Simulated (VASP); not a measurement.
# KTiB2O6 (R-3) in VASP: single point with r2SCAN

Aim: the single point of KTiB2O6 with r2SCAN.

All numbers are computed with VASP 6.6.1; they aren't measurements. Logs are shortened: lines on timing, memory, paths and dates and some standing lists are left out, and cuts for length are marked.

## (1) The cell of the first run

Symmetry: R-3, No. 148, trigonal system. The conventional cell has a = 4.977 Å, b = 4.977 Å, c = 16.242 Å, α = 90.00°, β = 90.00°, γ = 120.00°. Within 4.1 Å of K (site symmetry -3) lie 18 O at 2.82 to 4.07 Å and 8 B at 3.29 to 3.80 Å and 6 Ti at 3.95 Å. Within 2.5 Å of Ti (site symmetry -3) lie 6 O at 1.91 Å. B (site symmetry 3) has 3 O at 1.36 Å within 1.8 Å. O (site symmetry 1) has 1 B at 1.36 Å within 1.8 Å.

## (2) Single point, r2SCAN

POSCAR reads:

```
KTiB2O6
1.0
    2.4884500000      4.3101210000      0.0000000000
   -2.4884500000      4.3101210000      0.0000000000
   -2.4884500000      1.4367040000      5.4140400000
K Ti B O
1 1 2 6
Direct
    0.0000000000      0.0000000000      0.0000000000
    0.5000000000      0.0000000000      0.5000000000
    0.7658000000      0.4684000000      0.2974000000
    0.2342000000      0.5316000000      0.7026000000
    0.0767000000      0.2869000000      0.2905000000
    0.6364000000      0.7862000000      0.2905000000
    0.5774000000      0.3459000000      0.2905000000
    0.9233000000      0.7131000000      0.7095000000
    0.3636000000      0.2138000000      0.7095000000
    0.4226000000      0.6541000000      0.7095000000
```

INCAR.step1 reads:

```
PREC = Accurate ; ENCUT = 520
ISMEAR = -1 ; SIGMA = 0.1
LREAL = False ; LASPH = True
NELM = 60 ; NBANDS = 42
GGA = PE ; ALGO = Normal
EDIFF = 1E-4 ; LWAVE = True
LCHARG = False
```

INCAR.step2 reads:

```
PREC = Accurate ; ENCUT = 520
EDIFF = 1E-6 ; ISMEAR = -1
SIGMA = 0.1 ; LREAL = False
LASPH = True ; NELM = 60
ALGO = Normal ; ISIF = 2
LWAVE = False ; LCHARG = False
METAGGA = R2SCAN ; LMIXTAU = True
NBANDS = 42 ; ISTART = 1
```

KPOINTS reads:

```
regular mesh
0
Gamma
  6 6 6
```

Potentials or basis: VASP PAW PBE potentials, release 64 (K_sv, Ti_sv, B, O).

Run with:

```sh
> cat potpaw_PBE.64/K_sv/POTCAR potpaw_PBE.64/Ti_sv/POTCAR potpaw_PBE.64/B/POTCAR potpaw_PBE.64/O/POTCAR > POTCAR
> cp INCAR.step1 INCAR
> mpirun -np 1 vasp_std > vasp.out
> cp INCAR.step2 INCAR
> mpirun -np 1 vasp_std > vasp.out
```

OUTCAR:

```text
PREC = Accurate
   ENCUT = 520
   EDIFF = 1E-6
   ISMEAR = -1
   LREAL = False
   LASPH = True
   NELM = 60
   ISIF = 2
   METAGGA = R2SCAN
   ISTART = 1

 ion  position               nearest neighbor table
   1  0.000  0.000  0.000-   5 2.82   8 2.82   7 2.82  10 2.82   9 2.82   6 2.82
   2  0.500  0.000  0.500-   5 1.91   8 1.91   6 1.91   9 1.91   7 1.91  10 1.91
   3  0.766  0.468  0.297-   7 1.36   6 1.36   5 1.36
   4  0.234  0.532  0.703-  10 1.36   9 1.36   8 1.36
   5  0.077  0.287  0.291-   3 1.36   2 1.91   1 2.82
   6  0.636  0.786  0.291-   3 1.36   2 1.91   1 2.82
   7  0.577  0.346  0.291-   3 1.36   2 1.91   1 2.82
   8  0.923  0.713  0.709-   4 1.36   2 1.91   1 2.82
   9  0.364  0.214  0.709-   4 1.36   2 1.91   1 2.82
  10  0.423  0.654  0.709-   4 1.36   2 1.91   1 2.82

  LATTYP: Found a trigonal (rhomboedric) cell.
 ALAT       =     6.1293010130
 COS(alpha) =     0.6703402439

  Lattice vectors:

 A1 = (   2.4884500000,   1.4367040000,   5.4140400000)
 A2 = (  -2.4884500000,   1.4367040000,   5.4140400000)
 A3 = (   0.0000000000,  -2.8734170000,   5.4140400000)

Analysis of symmetry for initial positions (statically):
=====================================================================
 Subroutine PRICEL returns:
 Original cell was already a primitive cell.

 Routine SETGRP: Setting up the symmetry group for a
 trigonal (rhombohedral) supercell.

 Subroutine GETGRP returns: Found  6 space group operations
 (whereof  6 operations were pure point group operations)
 out of a pool of 12 trial point group operations.

The static configuration has the point symmetry S_6 .

Analysis of symmetry for dynamics (positions and initial velocities):
=====================================================================
 Subroutine PRICEL returns:
 Original cell was already a primitive cell.

 Routine SETGRP: Setting up the symmetry group for a
 trigonal (rhombohedral) supercell.

 Subroutine GETGRP returns: Found  6 space group operations
 (whereof  6 operations were pure point group operations)
 out of a pool of 12 trial point group operations.

The dynamic configuration has the point symmetry S_6 .

 Subroutine INISYM returns: Found  6 space group operations
 (whereof  6 operations are pure point group operations),
 and found     1 'primitive' translations

----------------------------------------------------------------------------------------

                                     Primitive cell

  volume of cell :     116.1368

  direct lattice vectors                    reciprocal lattice vectors
     2.488450000  4.310121000  0.000000000     0.200928289  0.116006024  0.061568382
    -2.488450000  4.310121000  0.000000000    -0.200928289  0.116006024 -0.123136571
    -2.488450000  1.436704000  5.414040000     0.000000000  0.000000000  0.184704952

  length of vectors
     4.976899279  4.976899279  6.129301013     0.240042164  0.262663644  0.184704952

  position of ions in fractional coordinates (direct lattice)
     0.000000000  0.000000000  0.000000000
     0.500000000  0.000000000  0.500000000
     0.765800000  0.468400000  0.297400000
     0.234200000  0.531600000  0.702600000
     0.076700000  0.286900000  0.290500000
     0.636400000  0.786200000  0.290500000
     0.577400000  0.345900000  0.290500000
     0.923300000  0.713100000  0.709500000
     0.363600000  0.213800000  0.709500000
     0.422600000  0.654100000  0.709500000

  ion indices of the primitive-cell ions
   primitive index   ion index
                 1           1
                 2           2
                 3           3
                 4           4
                 5           5
                 6           6
                 7           7
                 8           8
                 9           9
                10          10

----------------------------------------------------------------------------------------

 KPOINTS: regular mesh

Automatic generation of k-mesh.
 Grid dimensions read from file:
 generate k-points for:    6    6    6

 Generating k-lattice:

  Cartesian coordinates                     Fractional coordinates (reciprocal lattice)
     0.033488048  0.019334337  0.010261397     0.166666667  0.000000000  0.000000000
    -0.033488048  0.019334337 -0.020522762     0.000000000  0.166666667 -0.000000000
     0.000000000  0.000000000  0.030784159     0.000000000  0.000000000  0.166666667

  Length of vectors
     0.040007027  0.043777274  0.030784159

  Shift w.r.t. Gamma in fractional coordinates (k-lattice)
     0.000000000  0.000000000  0.000000000

 Subroutine IBZKPT returns following result:
 ===========================================

 Found     40 irreducible k-points:

 Following reciprocal coordinates:
            Coordinates               Weight
  0.000000  0.000000  0.000000      1.000000
  0.166667  0.000000 -0.000000      6.000000
  0.333333  0.000000  0.000000      6.000000
  0.500000 -0.000000 -0.000000      3.000000
  0.000000  0.166667  0.000000      6.000000
  0.333333  0.166667  0.000000      6.000000
[... 16 lines left out ...]
  0.500000  0.333333  0.166667      6.000000
  0.500000  0.166667 -0.166667      6.000000
 [... further k-points ...]
   k-points           NKPTS =     40   k-points in BZ     NKDIM =     40   number of bands    NBANDS=     42
   number of dos      NEDOS =    301   number of ions     NIONS =     10
   total plane-waves  NPLWV =  76800
   dimension x,y,z NGX =    40 NGY =   40 NGZ =   48
   dimension x,y,z NGXF=    80 NGYF=   80 NGZF=   96
   ions per type =               1   1   2   6
   NGX,Y,Z   is equivalent  to a cutoff of  13.36, 13.36, 13.02 a.u.
   NGXF,Y,Z  is equivalent  to a cutoff of  26.72, 26.72, 26.04 a.u.
 SYSTEM =  unknown system
   PREC   = accura    normal or accurate (medium, high low for compatibility)
   ISTART =      1    job   : 0-new  1-cont  2-samecut
   ICHARG =      0    charge: 1-file 2-atom 10-const
   ISPIN  =      1    spin polarized calculation?
   LNONCOLLINEAR =      F non collinear calculations
   LSORBIT =      F    spin-orbit coupling
   LASPH  =      T    aspherical Exc in radial PAW
   ENCUT  =  520.0 eV  38.22 Ry    6.18 a.u.   9.25  9.25 11.40*2*pi/ulx,y,z
   NELM   =     60;   NELMIN=  2; NELMDL=  0     # of ELM steps
   EDIFF  = 0.1E-05   stopping-criterion for ELM
   LREAL  =      F    real-space projection
   EDIFFG = 0.1E-04   stopping-criterion for IOM
   NSW    =      0    number of steps for IOM
   IBRION =     -1    ionic relax: 0-MD 1-quasi-New 2-CG
   NFREE  =      0    steps in history (QN), initial steepest desc. (CG)
   ISIF   =      2    stress and relaxation
   ISYM   =      2    0-nonsym 1-usesym 2-fastsym
   POTIM  = 0.5000    time-step for ionic-motion
   TEBEG  =    0.0;   TEEND  =   0.0 temperature during run
   PSTRESS=    0.0 pullay stress
   NELECT =      63.0000    total number of electrons
   NUPDOWN=      -1.0000    fix difference up-down
   EMIN   =  10.00;   EMAX   =-10.00  energy-range for DOS
   EFERMI =   0.00;   METHOD = LEGACY
   ISMEAR =    -1;   SIGMA  =   0.10  broadening in eV -4-tet -1-fermi 0-gaus
   EFERMI_NEDOS =   21; number of points for ismear=-14 and -15
   IALGO  =     38    algorithm
   IMIX   =      4    mixing-type and parameters
     AMIX     =   0.40;   BMIX     =  1.00
     AMIX_MAG =   1.60;   BMIX_MAG =  1.00
  volume/ion in A,a.u.               =      11.61        78.37
  Fermi-wavevector in a.u.,A,eV,Ry     =   1.335155  2.523077 24.254280  1.782639
  Thomas-Fermi vector in A             =   2.463881
   LORBIT       =      0    0 simple, 1 ext, 2 COOP (PROOUT), +10 PAW based schemes
   METAGGA = R2SCAN    functional components
   LHFCALC =     F    Hartree Fock is set to
   AEXX    =    0.0000 exact exchange contribution
   IVDW    =     0    specifies the selected vdW correction
   LEPSILON=     F    determine dielectric tensor
   LRPA    =     F    only Hartree local field effects (RPA)
 non-spin polarized calculation
  energy-cutoff  :      520.00
  volume of cell :      116.14
 maximum number of plane-waves:      3159
 NGX is ok and might be reduce to    40
   NGX = 19   NGY = 19   NGZ = 23

 number of electron      62.9999992 magnetization

 Free energy of the ion-electron system (eV)
  ---------------------------------------------------
  ext. energy  EPLUGINS =         0.00000000
  ---------------------------------------------------
  free energy    TOTEN  =       -94.89535364 eV

  energy without entropy =      -94.77053379  energy(sigma->0) =      -94.83294371

 E-fermi :   0.6024     XC(G=0): -10.4523

 val. band max:        0.5959944497   @ k =  -0.0000  -0.3333   0.1667
 cond. band min:       0.6084337417   @ k =   0.3333   0.0000   0.0000
 fundamental gap:      0.0124392920
 Fermi energy:         0.6024314623

 k-point     1 :       0.0000    0.0000    0.0000
  band No.  band energies     occupation
      1     -57.9160      2.00000
      2     -33.2085      2.00000
      3     -33.1419      2.00000
      4     -33.1419      2.00000
      5     -27.6435      2.00000
      6     -19.6074      2.00000
[... 34 lines left out ...]
     41      11.5744      0.00000
     42      11.7017      0.00000

 k-point     2 :       0.1667    0.0000   -0.0000
  band No.  band energies     occupation
      1     -57.9159      2.00000
      2     -33.2082      2.00000
      3     -33.1427      2.00000
      4     -33.1420      2.00000
      5     -27.6425      2.00000
      6     -19.5290      2.00000
[... 979 lines left out ...]
     41      10.9355      0.00000
     42      11.7588      0.00000

 k-point    24 :       0.5000    0.1667   -0.1667
  band No.  band energies     occupation
      1     -57.9159      2.00000
      2     -33.2074      2.00000
      3     -33.1449      2.00000
      4     -33.1431      2.00000
      5     -27.6394      2.00000
      6     -19.2246      2.00000
[... 34 lines left out ...]
     41      10.9050      0.00000
     42      11.7245      0.00000

 [... further k-points ...]

------------------------ aborting loop because EDIFF is reached ----------------------------------------

  FORCE on cell =-STRESS in cart. coord.  units (eV):
  Direction    XX          YY          ZZ          XY          YZ          ZX
  --------------------------------------------------------------------------------------
  -------------------------------------------------------------------------------------
  Total        5.0297301      5.0297282      3.3876768      0.0000116     -0.0000019     -0.0000000
  in kB       69.3881692     69.3881424     46.7350504      0.0001596     -0.0000259     -0.0000000
  external PRESSURE =      61.8371206 kB  Pullay stress =       0.0000000 kB

 VOLUME and BASIS-vectors are now :
 -----------------------------------------------------------------------------
  energy-cutoff  :      520.00
  volume of cell :      116.14
      direct lattice vectors                 reciprocal lattice vectors
     2.488450000  4.310121000  0.000000000     0.200928289  0.116006024  0.061568382
    -2.488450000  4.310121000  0.000000000    -0.200928289  0.116006024 -0.123136571
    -2.488450000  1.436704000  5.414040000     0.000000000  0.000000000  0.184704952

 POSITION                                       TOTAL-FORCE (eV/Angst)
 -----------------------------------------------------------------------------------
      0.00000      0.00000      0.00000         0.000000      0.000000     -0.000000
      0.00000      2.87341      2.70702         0.000000      0.000000     -0.000000
     -0.00000      5.74683      1.61014         0.000000      0.000000     -0.287424
     -2.48845      4.31012      3.80390         0.000000     -0.000000      0.287424
     -1.24597      1.98452      1.57278        -0.473946     -0.260011     -0.231467
     -1.09566      6.54894      1.57278         0.462150     -0.280443     -0.231467
     -0.14682      4.39690      1.57278         0.011796      0.540455     -0.231467
     -1.24248      8.07242      3.84126         0.473946      0.260011      0.231467
     -1.39279      3.50801      3.84126        -0.462150      0.280443      0.231467
     -2.34163      5.66005      3.84126        -0.011796     -0.540455      0.231467
 -----------------------------------------------------------------------------------
    total drift:                               -0.000000     -0.000000      0.000000

  FREE ENERGIE OF THE ION-ELECTRON SYSTEM (eV)
  ---------------------------------------------------
  free  energy   TOTEN  =       -94.8953536375 eV

  energy  without entropy=      -94.7705337850  energy(sigma->0) =      -94.83294371
```

Run time: 12 min. Hardware: 1 thread of AMD EPYC 7R13 (Zen 3), shared host; peak memory 0.38 GiB.

What came out:

```yaml
Free_energy: -94.8954 eV
Pressure: 6.2 GPa
Largest_force: 0.588 eV/Å
Band_gap_on_the_k_mesh: zero (an odd number of electrons rules out a gap without spin polarisation)
```

Forces on the atoms (eV/Å):
```
K    0.000  0.000  0.000
Ti   0.000  0.000  0.000
B    0.000  0.000 -0.287
B    0.000  0.000  0.287
O   -0.474 -0.260 -0.231
O    0.462 -0.280 -0.231
O    0.012  0.540 -0.231
O    0.474  0.260  0.231
O   -0.462  0.280  0.231
O   -0.012 -0.540  0.231
```

Stress tensor (GPa, compression positive):
```
6.94 0.00 0.00
0.00 6.94 0.00
0.00 0.00 4.67
```

Levels at points of the mesh, in eV from the Fermi level:
```tsv
k point	band 28	band 29	band 30	band 31	band 32	band 33	band 34	band 35	band 36	band 37
(0.00, 0.00, 0.00)	-0.85	-0.81	-0.81	0.04	0.45	3.59	3.96	3.96	6.59	7.18
(0.50, 0.00, 0.00)	-1.46	-1.00	-0.93	-0.26	-0.23	3.87	4.35	4.49	5.94	7.21
(0.00, 0.50, 0.00)	-1.30	-1.22	-0.91	-0.19	-0.16	3.90	4.22	4.51	5.83	7.23
(0.00, 0.00, 0.50)	-0.94	-0.45	-0.45	0.04	0.44	3.61	3.98	3.98	7.23	7.23
```

Caveat: the cell stands under pressure; the PAW data sets were made with another functional, which shifts forces and pressure a little; an odd number of electrons without spin polarisation forces a metal; a magnetic or distorted state may lie lower; semilocal functionals often make such compounds metallic where correlation or magnetic order opens a gap, which also shifts bond lengths.
